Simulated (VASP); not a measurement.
# Al2Cu (I4/mcm) in VASP: notebook, part 2 of 2

VASP 6.6.1. Earlier steps stand in the parts before.

## 4. Single point, PBE (strain -0.015 along x and y, +0.030 along z)

INCAR

```
ALGO = Fast
EDIFF = 1E-6
ENCUT = 520
GGA = PE
ISIF = 2
ISMEAR = 0
LASPH = True
LCHARG = False
LREAL = False
LWAVE = False
NBANDS = 26
NELM = 100
PREC = Accurate
SIGMA = 0.15
```

KPOINTS

```
k-points
0
Gamma
  12 12 12
```

POSCAR

```
Al2Cu
1.0
   -2.9807960485      2.9807960485      2.5148659737
    2.9807960485     -2.9807960485      2.5148659737
    2.9807960485      2.9807960485     -2.5148659737
Al Cu
4 2
Direct
    0.1587211842      0.6587211842      0.8174423684
    0.6587211842      0.8412788158      0.5000000000
    0.8412788158      0.3412788158      0.1825576316
    0.3412788158      0.1587211842      0.5000000000
    0.7500000000      0.7500000000      0.0000000000
    0.2500000000      0.2500000000      0.0000000000
```

Potentials or basis: VASP PAW PBE potentials, release 64 (Al, Cu).

Command:

```
cat potpaw_PBE.64/Al/POTCAR potpaw_PBE.64/Cu/POTCAR > POTCAR
mpirun -np 1 vasp_std > vasp.out
```

OUTCAR:

```text
EDIFF = 1E-6
   ENCUT = 520
   GGA = PE
   ISIF = 2
   ISMEAR = 0
   LASPH = True
   LREAL = False
   NELM = 100
   PREC = Accurate

 ion  position               nearest neighbor table
   1  0.159  0.659  0.817-   5 2.57   6 2.57   5 2.57   6 2.57   3 2.68   3 2.95   3 2.95   2 3.15
                             4 3.15   4 3.15   2 3.15   2 3.17   4 3.17   4 3.17   2 3.17
   2  0.659  0.841  0.500-   6 2.57   5 2.57   5 2.57   6 2.57   4 2.68   4 2.95   4 2.95   1 3.15
                             3 3.15   1 3.15   3 3.15   1 3.17   3 3.17   3 3.17   1 3.17
   3  0.841  0.341  0.183-   5 2.57   6 2.57   5 2.57   6 2.57   1 2.68   1 2.95   1 2.95   4 3.15
                             2 3.15   2 3.15   4 3.15   4 3.17   2 3.17   4 3.17   2 3.17
   4  0.341  0.159  0.500-   5 2.57   6 2.57   6 2.57   5 2.57   2 2.68   2 2.95   2 2.95   1 3.15
                             3 3.15   1 3.15   3 3.15   1 3.17   3 3.17   1 3.17   3 3.17
   5  0.750  0.750  0.000-   6 2.51   6 2.51   1 2.57   3 2.57   3 2.57   4 2.57   2 2.57   4 2.57
                             1 2.57   2 2.57
   6  0.250  0.250  0.000-   5 2.51   5 2.51   1 2.57   3 2.57   4 2.57   3 2.57   4 2.57   1 2.57
                             2 2.57   2 2.57

  LATTYP: Found a body centered tetragonal cell.
 ALAT       =     5.9615920970
 C/A-ratio  =     0.8436893812

  Lattice vectors:

 A1 = (  -2.9807960485,   2.9807960485,   2.5148659737)
 A2 = (   2.9807960485,  -2.9807960485,   2.5148659737)
 A3 = (   2.9807960485,   2.9807960485,  -2.5148659737)

Analysis of symmetry for initial positions (statically):
=====================================================================
 Subroutine PRICEL returns:
 Original cell was already a primitive cell.

 Routine SETGRP: Setting up the symmetry group for a
 body centered tetragonal supercell.

 Subroutine GETGRP returns: Found 16 space group operations
 (whereof  8 operations were pure point group operations)
 out of a pool of 16 trial point group operations.

The static configuration has the point symmetry C_4h.
 The point group associated with its full space group is D_4h.
[... 146 lines left out ...]
   LORBIT       =      0    0 simple, 1 ext, 2 COOP (PROOUT), +10 PAW based schemes
   GGA     = PE    functional components
   LHFCALC =     F    Hartree Fock is set to
   AEXX    =    0.0000 exact exchange contribution
   IVDW    =     0    specifies the selected vdW correction
   LEPSILON=     F    determine dielectric tensor
   LRPA    =     F    only Hartree local field effects (RPA)
 non-spin polarized calculation
 RMM-DIIS sequential band-by-band and
 Gauss-broadening in eV      SIGMA  =   0.15
  energy-cutoff  :      520.00
  volume of cell :       89.38
 maximum number of plane-waves:      2432
 NGX is ok and might be reduce to    40
   NGX = 19   NGY = 19   NGZ = 19

 number of electron      33.9999985 magnetization

 Free energy of the ion-electron system (eV)
  ---------------------------------------------------
  ext. energy  EPLUGINS =         0.00000000
  ---------------------------------------------------
  free energy    TOTEN  =       -23.34264173 eV

  energy without entropy =      -23.31892439  energy(sigma->0) =      -23.33078306

 E-fermi :   7.9330     XC(G=0): -10.8582

 val. band max:        7.9241359957   @ k =  -0.3333   0.4167   0.0833
 cond. band min:       7.9363815746   @ k =  -0.2500   0.2500   0.2500
 fundamental gap:      0.0122455789
 Fermi energy:         7.9329561498

 k-point     1 :       0.0000    0.0000    0.0000
  band No.  band energies     occupation
      1      -2.7726      2.00000
      2       2.7412      2.00000
      3       2.8539      2.00000
      4       2.8539      2.00000
      5       3.0245      2.00000
      6       3.8122      2.00000
[... 685 lines left out ...]
     25      13.9493      0.00000
     26      14.9697      0.00000

 [... further k-points ...]

------------------------ aborting loop because EDIFF is reached ----------------------------------------

  FORCE on cell =-STRESS in cart. coord.  units (eV):
  Direction    XX          YY          ZZ          XY          YZ          ZX
  --------------------------------------------------------------------------------------
  -------------------------------------------------------------------------------------
  Total        1.1655878      1.1655878     -1.6899925      0.0000000      0.0000000     -0.0000000
  in kB       20.8937420     20.8937420    -30.2939561      0.0000000      0.0000000     -0.0000000
  external PRESSURE =       3.8311760 kB  Pullay stress =       0.0000000 kB

 VOLUME and BASIS-vectors are now :
 -----------------------------------------------------------------------------
  energy-cutoff  :      520.00
  volume of cell :       89.38
      direct lattice vectors                 reciprocal lattice vectors
    -2.980796048  2.980796048  2.514865974     0.000000000  0.167740426  0.198817752
     2.980796048 -2.980796048  2.514865974     0.167740426  0.000000000  0.198817752
     2.980796048  2.980796048 -2.514865974     0.167740426  0.167740426  0.000000000

 POSITION                                       TOTAL-FORCE (eV/Angst)
 -----------------------------------------------------------------------------------
      3.92703      0.94623     -0.00000         0.076139      0.076139     -0.000000
      2.03457      0.94623      2.51487        -0.076139      0.076139     -0.000000
     -0.94623      2.03457      2.51487        -0.076139     -0.076139      0.000000
      0.94623      2.03457      0.00000         0.076139     -0.076139     -0.000000
      0.00000      0.00000      3.77230        -0.000000      0.000000     -0.000000
      0.00000      0.00000      1.25743        -0.000000      0.000000     -0.000000
 -----------------------------------------------------------------------------------
    total drift:                               -0.000000     -0.000000      0.000000

  FREE ENERGIE OF THE ION-ELECTRON SYSTEM (eV)
  ---------------------------------------------------
  free  energy   TOTEN  =       -23.3426417271 eV

  energy  without entropy=      -23.3189243857  energy(sigma->0) =      -23.33078306
```

Run time: 21 min. Hardware: 1 thread of Intel Xeon 8259CL, shared host; peak memory 0.47 GiB.

What came out:

* Free energy: -23.3426 eV
* Pressure: 0.4 GPa
* Largest force: 0.108 eV/Å
* Band gap on the k mesh: zero (bands 17 and 18 overlap by 3.95 eV)

Forces in eV/Å, atoms in the order of the input:
```
Al   0.076  0.076  0.000
Al  -0.076  0.076  0.000
Al  -0.076 -0.076  0.000
Al   0.076 -0.076  0.000
Cu   0.000  0.000  0.000
Cu   0.000  0.000  0.000
```

Caveat: the cell differs from its parent crystal (strain -0.015 along x and y, +0.030 along z); the stress differs along the axes, from -3 to 2 GPa.

## 5. Single point, PBE (strain +0.015 along x and y, -0.030 along z)

INCAR

```
PREC = Accurate ; ENCUT = 520
EDIFF = 1E-6 ; ISMEAR = 0
SIGMA = 0.15 ; LREAL = False
LASPH = True ; NELM = 60
ALGO = Fast ; ISIF = 2
LWAVE = False ; LCHARG = True
GGA = PE ; LELF = True
LVHAR = True ; NBANDS = 26
```

KPOINTS

```
Automatic mesh
0
Gamma
  12 12 12
```

Edit POSCAR of step 4 so:

```diff
@@ -2,5 +2,5 @@
 1.0
-   -2.9807960485      2.9807960485      2.5148659737
-    2.9807960485     -2.9807960485      2.5148659737
-    2.9807960485      2.9807960485     -2.5148659737
+   -3.0715817149      3.0715817149      2.3683689267
+    3.0715817149     -3.0715817149      2.3683689267
+    3.0715817149      3.0715817149     -2.3683689267
 Al Cu
```

Command:

```
cat potpaw_PBE.64/Al/POTCAR potpaw_PBE.64/Cu/POTCAR > POTCAR
mpirun -np 1 vasp_std > vasp.out
```

Wall time 18 min (1 thread of Intel Xeon 8259CL, shared host); peak memory 0.47 GiB.

The run converged. Its results:

```yaml
Free_energy: -23.3452 eV
Pressure: 0.3 GPa
Largest_force: 0.118 eV/Å
Band_gap_on_the_k_mesh: zero (bands 17 and 18 overlap by 4.46 eV)
```

Forces in eV/Å, atoms in the order of the input:
```
Al  -0.083 -0.083  0.000
Al   0.083 -0.083  0.000
Al   0.083  0.083  0.000
Al  -0.083  0.083  0.000
Cu   0.000  0.000  0.000
Cu   0.000  0.000  0.000
```

Stress tensor (GPa, compression positive):
```
-1.59  0.00  0.00
 0.00 -1.59  0.00
 0.00  0.00  3.99
```

Levels at points of the mesh, in eV from the Fermi level:
```tsv
k point	band 13	band 14	band 15	band 16	band 17	band 18	band 19	band 20	band 21	band 22
(0.00, 0.00, 0.00)	-3.12	-2.22	-1.09	-1.09	-1.08	-0.98	-0.16	0.07	1.64	1.64
(0.50, 0.00, 0.00)	-3.13	-3.13	-2.64	-2.64	0.06	0.06	3.72	3.72	4.04	4.04
(0.50, 0.50, 0.00)	-2.64	-2.49	-1.70	-1.52	-0.81	-0.47	0.46	0.90	4.53	4.81
(0.50, 0.50, 0.50)	-3.41	-3.12	-3.12	-1.68	2.74	2.99	2.99	3.18	4.18	4.85
```

Caveat: the cell differs from its parent crystal (strain +0.015 along x and y, -0.030 along z); the stress differs along the axes, from -2 to 4 GPa.

## 6. Summary

| cell | further INCAR settings | gap on the mesh (eV) | pressure (GPa) | largest force (eV/Å) |
| --- | --- | --- | --- | --- |
| a = 4.872 Å, angles 104.5, 104.5, 119.8°, 6 atoms | ALGO = Fast; EDIFF = 1e-07; NBANDS = 26 | none | 4.0 | 0.01 |
| a = 4.909 Å, angles 103.9, 103.9, 121.3°, 6 atoms | ALGO = Fast; EDIFF = 1e-06; NBANDS = 26 | none | 1.5 | 0.07 |
| a = 4.909 Å, angles 105.2, 105.2, 118.4°, 6 atoms | ALGO = Fast; EDIFF = 1e-06; NBANDS = 26 | none | 0.4 | 0.11 |
| a = 4.948 Å, angles 103.2, 103.2, 122.8°, 6 atoms | ALGO = Fast; EDIFF = 1e-06; NBANDS = 26 | none | 0.3 | 0.12 |

Alike in all rows: task single point; level PBE; potentials or basis VASP PAW PBE potentials, release 64 (Al, Cu); no spin polarisation; k mesh 12 × 12 × 12; cutoff (eV) 520; smearing gaussian 0.15 eV.

Caveats: the cell stands under pressure (at least some runs); the stress differs along the axes, from -3 to 2 GPa (at least some runs); the stress differs along the axes, from -2 to 4 GPa (at least some runs).

Total energies depend on the potentials used, so only differences within one code and one set of settings carry meaning.
